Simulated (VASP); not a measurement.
Write the native input for VASP 6.6.1 that does the following.

```yaml
Task: single point
Functional: PBE
Potentials_or_basis: VASP PAW PBE potentials, release 64 (Y_sv, Al, N)
Cutoff: 520 eV
k_mesh: 4 × 4 × 4
Occupations: gaussian, width 0.1 eV
Spin: no spin polarisation
Dipole_correction: no
Further_INCAR_settings: ALGO = Normal; EDIFF = 1e-06; NBANDS = 38
```

The structure of Y3AlN4 lies in POSCAR:

```
Y3AlN4
1.0
    4.7821709044      0.0000000000      0.0000000000
    0.0000000000      4.7821709044      0.0000000000
    0.0000000000      0.0000000000      4.7821709044
Y Al N
3 1 4
Direct
    0.5000000000      0.0000000000      0.5000000000
    0.5000000000      0.5000000000      0.0000000000
    0.0000000000      0.5000000000      0.5000000000
    0.0000000000      0.0000000000      0.0000000000
    0.0000000000      0.5000000000      0.0000000000
    0.5000000000      0.5000000000      0.5000000000
    0.0000000000      0.0000000000      0.5000000000
    0.5000000000      0.0000000000      0.0000000000
```

The input as run:

INCAR

```
SYSTEM = Y3AlN4
PREC = Accurate
ENCUT = 520
EDIFF = 1E-6
ISMEAR = 0
SIGMA = 0.1
LREAL = .FALSE.
LASPH = .TRUE.
NELM = 60
ALGO = Normal
ISIF = 2
LWAVE = .FALSE.
LCHARG = .TRUE.
GGA = PE
LELF = .TRUE.
LVHAR = .TRUE.
NBANDS = 38
```

KPOINTS

```
Automatic mesh
0
G
  4 4 4
  0 0 0
```

Potentials or basis: VASP PAW PBE potentials, release 64 (Y_sv, Al, N).

Launch:

```bash
$ cat potpaw_PBE.64/Y_sv/POTCAR potpaw_PBE.64/Al/POTCAR potpaw_PBE.64/N/POTCAR > POTCAR
$ mpirun -np 1 vasp_std > vasp.out
```

Results of the run:

| Quantity | Value |
| --- | --- |
| Pressure | -0.2 GPa |
| Band gap on the k mesh | zero (filled and empty bands touch) |

Caveat: semilocal functionals underestimate gaps, and a narrow one can read as zero.

Wall time 38 s on 1 thread of Intel(R) Xeon(R) Platinum 8488C (Sapphire Rapids), with other jobs on the host, peak memory 0.22 GiB.
